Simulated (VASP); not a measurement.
# Au (Fm-3m) in VASP: notebook

Au is run at these levels: BLYP+D3(BJ), PBE+D4, PBE; tasks: single point, relaxation of cell and atoms.

All numbers are computed with VASP 6.6.1; they aren't measurements. Logs are shortened: lines on timing, memory, paths and dates and some standing lists are left out, and cuts for length are marked.

## (1) The cell of the first run

Symmetry: Fm-3m, No. 225, cubic system. The conventional cell has a = 4.126 Å, b = 4.126 Å, c = 4.126 Å, α = 90.00°, β = 90.00°, γ = 90.00°. Within 3.8 Å of Au (site symmetry m-3m) lie 12 Au at 2.92 Å.

## (2) Single point, BLYP+D3(BJ)

Input file INCAR:

```
SYSTEM = Au
  PREC = Accurate
  ENCUT = 520
  EDIFF = 1E-6
  ISMEAR = -1
  SIGMA = 0.05
  LREAL = .False.
  LASPH = .True.
  NELM = 100
  ALGO = Normal
  ISIF = 2
  LWAVE = .False.
  LCHARG = .False.
  GGA = B5
  ALDAX = 1.0
  AGGAX = 1.0
  AGGAC = 1.0
  ALDAC = 0.0
  IVDW = 12
  VDW_S6 = 1.0
  VDW_S8 = 2.6996
  VDW_A1 = 0.4298
  VDW_A2 = 4.2359
  NBANDS = 12
```

Input file KPOINTS:

```
regular mesh
0
Gamma
  11 11 11
  0 0 0
```

Input file POSCAR:

```
Au
1.0
    0.0000000000      2.0632441882      2.0632441882
    2.0632441882      0.0000000000      2.0632441882
    2.0632441882      2.0632441882      0.0000000000
Au
1
Direct
    0.0000000000      0.0000000000      0.0000000000
```

Potentials or basis: VASP PAW PBE potentials, release 64 (Au).

The run is started by

```console
$ cat potpaw_PBE.64/Au/POTCAR > POTCAR
$ mpirun -np 1 vasp_std > vasp.out
```

OUTCAR:

```text
SYSTEM = Au
   PREC = Accurate
   ENCUT = 520
   EDIFF = 1E-6
   ISMEAR = -1
   LREAL = .False.
   LASPH = .True.
   NELM = 100
   ISIF = 2
   GGA = B5
   IVDW = 12
 IVDW          = 12

 ion  position               nearest neighbor table
   1  0.000  0.000  0.000-

  LATTYP: Found a face centered cubic cell.
 ALAT       =     4.1264883764

  Lattice vectors:

 A1 = (   0.0000000000,   2.0632441882,   2.0632441882)
 A2 = (   2.0632441882,   0.0000000000,   2.0632441882)
 A3 = (   2.0632441882,   2.0632441882,   0.0000000000)

Analysis of symmetry for initial positions (statically):
=====================================================================
 Subroutine PRICEL returns:
 Original cell was already a primitive cell.

 Routine SETGRP: Setting up the symmetry group for a
 face centered cubic supercell.

 Subroutine GETGRP returns: Found 48 space group operations
 (whereof 48 operations were pure point group operations)
 out of a pool of 48 trial point group operations.

The static configuration has the point symmetry O_h .

Analysis of symmetry for dynamics (positions and initial velocities):
=====================================================================
 Subroutine PRICEL returns:
 Original cell was already a primitive cell.

 Routine SETGRP: Setting up the symmetry group for a
 face centered cubic supercell.

 Subroutine GETGRP returns: Found 48 space group operations
 (whereof 48 operations were pure point group operations)
 out of a pool of 48 trial point group operations.

The dynamic configuration has the point symmetry O_h .

 Subroutine INISYM returns: Found 48 space group operations
 (whereof 48 operations are pure point group operations),
 and found     1 'primitive' translations

----------------------------------------------------------------------------------------

                                     Primitive cell

  volume of cell :      17.5664

  direct lattice vectors                    reciprocal lattice vectors
     0.000000000  2.063244188  2.063244188    -0.242336803  0.242336803  0.242336803
     2.063244188  0.000000000  2.063244188     0.242336803 -0.242336803  0.242336803
     2.063244188  2.063244188  0.000000000     0.242336803  0.242336803 -0.242336803

  length of vectors
     2.917867913  2.917867913  2.917867913     0.419739655  0.419739655  0.419739655

  position of ions in fractional coordinates (direct lattice)
     0.000000000  0.000000000  0.000000000

  ion indices of the primitive-cell ions
   primitive index   ion index
                 1           1

----------------------------------------------------------------------------------------

 KPOINTS: regular mesh

Automatic generation of k-mesh.
 Grid dimensions read from file:
 generate k-points for:   11   11   11

 Generating k-lattice:

  Cartesian coordinates                     Fractional coordinates (reciprocal lattice)
    -0.022030618  0.022030618  0.022030618     0.090909091  0.000000000  0.000000000
     0.022030618 -0.022030618  0.022030618     0.000000000  0.090909091  0.000000000
     0.022030618  0.022030618 -0.022030618     0.000000000  0.000000000  0.090909091

  Length of vectors
     0.038158150  0.038158150  0.038158150

  Shift w.r.t. Gamma in fractional coordinates (k-lattice)
     0.000000000  0.000000000  0.000000000

 Subroutine IBZKPT returns following result:
 ===========================================

 Found     56 irreducible k-points:

 Following reciprocal coordinates:
            Coordinates               Weight
  0.000000  0.000000  0.000000      1.000000
  0.090909  0.000000  0.000000      8.000000
  0.181818  0.000000  0.000000      8.000000
  0.272727  0.000000  0.000000      8.000000
  0.363636  0.000000  0.000000      8.000000
  0.454545  0.000000  0.000000      8.000000
[... 16 lines left out ...]
 -0.272727  0.181818  0.000000     24.000000
 -0.181818  0.181818  0.000000     12.000000
 [... further k-points ...]
   k-points           NKPTS =     56   k-points in BZ     NKDIM =     56   number of bands    NBANDS=     12
   number of dos      NEDOS =    301   number of ions     NIONS =      1
   total plane-waves  NPLWV =  13824
   dimension x,y,z NGX =    24 NGY =   24 NGZ =   24
   dimension x,y,z NGXF=    48 NGYF=   48 NGZF=   48
   ions per type =               1
   NGX,Y,Z   is equivalent  to a cutoff of  13.67, 13.67, 13.67 a.u.
   NGXF,Y,Z  is equivalent  to a cutoff of  27.35, 27.35, 27.35 a.u.
 SYSTEM =  Au
   PREC   = accura    normal or accurate (medium, high low for compatibility)
   ISTART =      0    job   : 0-new  1-cont  2-samecut
   ICHARG =      2    charge: 1-file 2-atom 10-const
   ISPIN  =      1    spin polarized calculation?
   LNONCOLLINEAR =      F non collinear calculations
   LSORBIT =      F    spin-orbit coupling
   LASPH  =      T    aspherical Exc in radial PAW
   ENCUT  =  520.0 eV  38.22 Ry    6.18 a.u.   5.43  5.43  5.43*2*pi/ulx,y,z
   NELM   =    100;   NELMIN=  2; NELMDL= -5     # of ELM steps
   EDIFF  = 0.1E-05   stopping-criterion for ELM
   LREAL  =      F    real-space projection
   EDIFFG = 0.1E-04   stopping-criterion for IOM
   NSW    =      0    number of steps for IOM
   IBRION =     -1    ionic relax: 0-MD 1-quasi-New 2-CG
   NFREE  =      0    steps in history (QN), initial steepest desc. (CG)
   ISIF   =      2    stress and relaxation
   ISYM   =      2    0-nonsym 1-usesym 2-fastsym
   POTIM  = 0.5000    time-step for ionic-motion
   TEBEG  =    0.0;   TEEND  =   0.0 temperature during run
   PSTRESS=    0.0 pullay stress
   NELECT =      11.0000    total number of electrons
   NUPDOWN=      -1.0000    fix difference up-down
   EMIN   =  10.00;   EMAX   =-10.00  energy-range for DOS
   EFERMI =   0.00;   METHOD = LEGACY
   ISMEAR =    -1;   SIGMA  =   0.05  broadening in eV -4-tet -1-fermi 0-gaus
   EFERMI_NEDOS =   21; number of points for ismear=-14 and -15
   IALGO  =     38    algorithm
   IMIX   =      4    mixing-type and parameters
     AMIX     =   0.40;   BMIX     =  1.00
     AMIX_MAG =   1.60;   BMIX_MAG =  1.00
  volume/ion in A,a.u.               =      17.57       118.54
  Fermi-wavevector in a.u.,A,eV,Ry     =   1.400592  2.646736 26.689992  1.961659
  Thomas-Fermi vector in A             =   2.523538
   LORBIT       =      0    0 simple, 1 ext, 2 COOP (PROOUT), +10 PAW based schemes
   GGA     = B5    functional components
   LHFCALC =     F    Hartree Fock is set to
   AEXX    =    0.0000 exact exchange contribution
   IVDW    =    12    specifies the selected vdW correction
   LEPSILON=     F    determine dielectric tensor
   LRPA    =     F    only Hartree local field effects (RPA)
 non-spin polarized calculation
  energy-cutoff  :      520.00
  volume of cell :       17.57
 maximum number of plane-waves:       495
 NGX is ok and might be reduce to    24
   NGX = 11   NGY = 11   NGZ = 11

 number of electron      11.0000001 magnetization

 Free energy of the ion-electron system (eV)
  ---------------------------------------------------
  ext. energy  EPLUGINS =         0.00000000
  ---------------------------------------------------
  free energy    TOTEN  =        -2.38178002 eV

  energy without entropy =       -2.38117471  energy(sigma->0) =       -2.38147737

 E-fermi :   9.7199     XC(G=0): -11.8904

 val. band max:        9.5228352622   @ k =   0.4545   0.3636   0.0000
 cond. band min:       9.8926725852   @ k =  -0.4545   0.0909   0.0000
 fundamental gap:      0.3698373230
 Fermi energy:         9.7198953761

 k-point     1 :       0.0000    0.0000    0.0000
  band No.  band energies     occupation
      1       0.1000      2.00000
      2       4.9726      2.00000
      3       4.9726      2.00000
      4       4.9726      2.00000
      5       6.4080      2.00000
      6       6.4080      2.00000
      7      24.3886      0.00000
      8      28.0292      0.00000
      9      28.0292      0.00000
     10      28.0292      0.00000
     11      33.3455      0.00000
     12      37.2706      0.00000

 k-point     2 :       0.0909    0.0000    0.0000
  band No.  band energies     occupation
      1       0.3787      2.00000
      2       4.8925      2.00000
      3       5.0635      2.00000
      4       5.0635      2.00000
      5       6.3714      2.00000
      6       6.3714      2.00000
      7      24.6751      0.00000
      8      26.4778      0.00000
      9      28.3388      0.00000
     10      28.3388      0.00000
     11      33.6990      0.00000
     12      35.7519      0.00000

 k-point     3 :       0.1818    0.0000    0.0000
  band No.  band energies     occupation
      1       1.1418      2.00000
      2       4.7722      2.00000
      3       5.2279      2.00000
      4       5.2279      2.00000
      5       6.3793      2.00000
      6       6.3793      2.00000
      7      23.2462      0.00000
      8      25.4893      0.00000
      9      29.0504      0.00000
     10      29.0504      0.00000
     11      31.5182      0.00000
     12      33.4718      0.00000

 k-point     4 :       0.2727    0.0000    0.0000
  band No.  band energies     occupation
      1       2.0416      2.00000
      2       5.0510      2.00000
      3       5.2167      2.00000
      4       5.2167      2.00000
      5       6.6777      2.00000
      6       6.6777      2.00000
      7      19.7602      0.00000
      8      25.2564      0.00000
      9      28.9762      0.00000
     10      28.9762      0.00000
     11      31.5001      0.00000
     12      32.4451      0.00000

 k-point     5 :       0.3636    0.0000    0.0000
  band No.  band energies     occupation
      1       2.4633      2.00000
      2       5.0684      2.00000
      3       5.0684      2.00000
      4       6.3834      2.00000
      5       7.1615      2.00000
      6       7.1615      2.00000
      7      16.1647      0.00000
      8      24.4566      0.00000
      9      27.5782      0.00000
     10      27.5782      0.00000
     11      33.3110      0.00000
     12      33.3143      0.00000
[... 228 lines left out ...]
      1       3.1977      2.00000
      2       4.5590      2.00000
      3       5.5393      2.00000
      4       5.7562      2.00000
      5       7.5113      2.00000
      6      11.4908      0.00000
      7      12.5178      0.00000
      8      22.2179      0.00000
      9      24.7399      0.00000
     10      25.5027      0.00000
     11      34.6609      0.00000
     12      34.8054      0.00000

 k-point    22 :      -0.3636    0.1818    0.0000
  band No.  band energies     occupation
      1       3.2801      2.00000
      2       4.6318      2.00000
      3       5.5203      2.00000
      4       5.6331      2.00000
      5       7.0550      2.00000
      6      10.0270      0.00429
      7      14.6519      0.00000
      8      21.5907      0.00000
      9      25.5396      0.00000
     10      26.2910      0.00000
     11      33.0370      0.00000
     12      34.7288      0.00000

 k-point    23 :      -0.2727    0.1818    0.0000
  band No.  band energies     occupation
      1       3.2571      2.00000
      2       4.6548      2.00000
      3       5.0374      2.00000
      4       5.6247      2.00000
      5       6.4187      2.00000
      6       8.5976      2.00000
      7      17.9013      0.00000
      8      21.7020      0.00000
      9      26.1472      0.00000
     10      28.5535      0.00000
     11      30.7586      0.00000
     12      34.7543      0.00000

 k-point    24 :      -0.1818    0.1818    0.0000
  band No.  band energies     occupation
      1       2.5937      2.00000
      2       4.4253      2.00000
      3       5.1870      2.00000
      4       5.8056      2.00000
      5       5.8459      2.00000
      6       7.5793      2.00000
      7      20.8475      0.00000
      8      22.7800      0.00000
      9      27.3244      0.00000
     10      28.8176      0.00000
     11      31.0351      0.00000
     12      33.6609      0.00000

 [... further k-points ...]

------------------------ aborting loop because EDIFF is reached ----------------------------------------

 Edisp (eV)   -1.48972

 E8    (eV) :    -1.1101

  FORCE on cell =-STRESS in cart. coord.  units (eV):
  Direction    XX          YY          ZZ          XY          YZ          ZX
  --------------------------------------------------------------------------------------
  -------------------------------------------------------------------------------------
  Total       0.07899     0.07899     0.07899     0.00000    -0.00000     0.00000
  in kB       7.20416     7.20416     7.20416     0.00000    -0.00000     0.00000
  external pressure =        7.20 kB  Pullay stress =        0.00 kB

 VOLUME and BASIS-vectors are now :
 -----------------------------------------------------------------------------
  energy-cutoff  :      520.00
  volume of cell :       17.57
      direct lattice vectors                 reciprocal lattice vectors
     0.000000000  2.063244188  2.063244188    -0.242336803  0.242336803  0.242336803
     2.063244188  0.000000000  2.063244188     0.242336803 -0.242336803  0.242336803
     2.063244188  2.063244188  0.000000000     0.242336803  0.242336803 -0.242336803

 POSITION                                       TOTAL-FORCE (eV/Angst)
 -----------------------------------------------------------------------------------
      0.00000      0.00000      0.00000         0.000000     -0.000000     -0.000000
 -----------------------------------------------------------------------------------
    total drift:                                0.000000      0.000000     -0.000000

  FREE ENERGIE OF THE ION-ELECTRON SYSTEM (eV)
  ---------------------------------------------------
  free  energy   TOTEN  =        -3.8714993976 eV

  energy  without entropy=       -3.8708940860  energy(sigma->0) =       -3.87119674
```

Wall time 21 s (1 thread of Intel Xeon 8259CL, shared host); peak memory 0.15 GiB.

Results:

| Property | Result |
| --- | --- |
| Free energy | -3.8715 eV |
| Pressure | 0.7 GPa |
| Dispersion energy per atom | -1.490 eV |

Caveat: the PAW data sets were made with another functional, which shifts forces and pressure a little; spin-orbit coupling is left out, which moves the levels of the heavy elements; pairwise dispersion overbinds metals, which lowers pressure and volume.

## (3) Relaxation of cell and atoms, PBE+D4

This run uses another cell than the first one, of 16.85 Å³/atom, 0.959 times its volume.

Input file INCAR:

```
SYSTEM = Au
PREC = Accurate
ENCUT = 600
EDIFF = 1E-6
ISMEAR = -1
SIGMA = 0.05
LREAL = .FALSE.
LASPH = .TRUE.
NELM = 60
ALGO = Normal
ISIF = 3
LWAVE = .FALSE.
LCHARG = .FALSE.
GGA = PE
IVDW = 13
IBRION = 2
NSW = 80
EDIFFG = -0.005
```

Input file KPOINTS:

```
regular mesh
0
G
  11 11 11
  0 0 0
```

Input file POSCAR:

```
Au
1.0
    0.0000000000      2.0350000000      2.0350000000
    2.0350000000      0.0000000000      2.0350000000
    2.0350000000      2.0350000000      0.0000000000
Au
1
Direct
    0.0000000000      0.0000000000      0.0000000000
```

Potentials or basis: VASP PAW PBE potentials, release 64 (Au).

The run is started by

```console
$ cat potpaw_PBE.64/Au/POTCAR > POTCAR
$ mpirun -np 1 vasp_std > vasp.out
```

Run time: 28 s. Hardware: 1 thread of Intel Xeon 8259CL, shared host; peak memory 0.15 GiB.

Results (log left out):

* Free energy: -3.8872 eV
* Relaxed volume: 17.30 Å³/atom
* Relaxed cell: a = 2.903 Å, b = 2.903 Å, c = 2.903 Å, α = 60.00°, β = 60.00°, γ = 60.00°
* Space group after relaxing (to 0.05 Å): Fm-3m (No. 225)
* Energy gained by relaxing: 6.0 meV/atom
* Ionic steps: 3
* Pressure after relaxing: 0.0 GPa
* Dispersion energy per atom: -0.669 eV

The path:
```tsv
step	energy change (eV)	largest force (eV/Å)	pressure (GPa)	volume (Å³)
1	0.0000	0.0000	4.53	16.85
2	0.0092	0.0000	-6.17	18.05
3	-0.0060	0.0000	-0.04	17.30
```

Final structure:
```xyz
1
Lattice="0.0000 2.0527 2.0527 2.0527 0.0000 2.0527 2.0527 2.0527 0.0000" Properties=species:S:1:pos:R:3 pbc="T T T"
Au    0.0000    0.0000    0.0000
```

Levels at points of the mesh, in eV from the Fermi level:
| k point | band 2 | band 3 | band 4 | band 5 | band 6 | band 7 | band 8 | band 9 |
| --- | --- | --- | --- | --- | --- | --- | --- | --- |
| (0.00, 0.00, 0.00) | -4.67 | -4.67 | -4.67 | -3.19 | -3.19 | 14.49 | 18.40 | 18.40 |

Caveat: spin-orbit coupling is left out, which moves the levels of the heavy elements; pairwise dispersion overbinds metals, which lowers pressure and volume. Zero-point motion and thermal expansion aren't in these numbers.

(Continued in part 2 of 2.)
